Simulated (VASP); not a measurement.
CdS:

```
Cd S
1.0
    -0.02410    2.93921    2.93921
     2.93921   -0.02410    2.93921
     2.91511    2.91511    0.00000
Cd S
1 1
Cartesian
  0.0000 0.0000 -0.0107
  1.4576 1.4576 1.4803
```

This cell differs from its parent crystal: shear xy strain -1.6%.

Base run:

| Property | Result |
| --- | --- |
| Program | VASP 6.6.1 |
| Functional | PBE |
| Potentials or basis | VASP PAW PBE potentials, release 64 (Cd, S) |
| Cutoff | 520 eV |
| k mesh | 8 × 8 × 8 |
| Occupations | fermi-dirac, width 0.02 eV |
| Spin | no spin polarisation |

Its results: band gap on the k mesh 1.06 eV, direct; pressure 1.7 GPa.

Problem. The run is repeated on the same cell with these changes: functional from PBE to r2SCAN; occupations from fermi-dirac, width 0.02 eV to gaussian, width 0.01 eV. What comes out?

Solution. Band gap on the k mesh 1.50 eV, direct; pressure 0.3 GPa.

Caveats: the PAW data sets were made with another functional, which shifts forces and pressure a little (some runs).

